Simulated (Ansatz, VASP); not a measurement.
**YbH3 in VASP and in Ansatz**

File INCAR:

```
PREC = Accurate
ENCUT = 600
EDIFF = 1E-7
ISMEAR = 1
SIGMA = 0.01
LREAL = F
LASPH = T
NELM = 200
ALGO = Normal
ISIF = 3
LWAVE = F
LCHARG = F
GGA = CA
IBRION = 2
NSW = 80
EDIFFG = -0.001
GGA_COMPAT = F
NELMIN = 4
LMAXMIX = 6
```

The input KPOINTS:

```
Automatic mesh
0
Gamma
  10 10 10
```

File POSCAR:

```
YbH3
1.0
    0.0000000000      2.6049710000      2.6049710000
    2.6049710000      0.0000000000      2.6049710000
    2.6049710000      2.6049710000      0.0000000000
Yb H
1 3
Direct
    0.0000000000      0.0000000000      0.0000000000
    0.7500000000      0.7500000000      0.7500000000
    0.2500000000      0.2500000000      0.2500000000
    0.5000000000      0.5000000000      0.5000000000
```

Input for Ansatz:

```yaml
crystal:
  lattice:
    bravais: fcc
    a: 5.209942
  space_group: 225
  atoms:
    - { symbol: Yb, position: [0.0, 0.0, 0.0] }
    - { symbol: H, position: [0.25, 0.25, 0.75] }
    - { symbol: H, position: [0.5, 0.0, 0.0] }
  reduce_to_primitive: true
basis:
  ecutwfc: 630.0
  xc_grid: 3
kpoints:
  mp_grid:
    grid: [10, 10, 10]
    shift: [0.0, 0.0, 0.0]
hamiltonian:
  xc: lda
  dispersion: none
scf:
  max_iter: 60
  self_checks: high
  occupations:
    method: methfessel_paxton
    width: 0.01
  eigensolver:
    kind: auto
relax:
  f_tol: 0.001
  cell: {}
```

Alike in both runs: task relaxation of cell and atoms; functional LDA; k mesh 10 × 10 × 10; occupations methfessel-paxton of order 1, width 0.01 eV; no spin polarisation.

|  | VASP | Ansatz |
| --- | --- | --- |
| version | VASP 6.6.1 | Ansatz 0.2.0 |
| potentials or method | VASP PAW PBE potentials, release 64 (Yb, H), cutoff 600 eV | plane waves, PAW |
| valence electrons in the cell | 27 | 27 |

```csv
,VASP,Ansatz,Ansatz less VASP
"gap on the k mesh at the Fermi level, each at its own relaxed structure (eV)",none,none,-
relaxed volume (Å³/atom),7.61,7.58,-0.029
relaxed length of the cell vector where the two differ most in proportion (Å),3.504,3.500,-0.0044
```

VASP's potentials were made for PBE, not for LDA. LDA's correlation is that of Perdew and Zunger in VASP and of Perdew and Wang (1992) in Ansatz. A gap of «none» marks a metal or a gap that the smearing closes.

Neither program's run includes spin-orbit coupling.
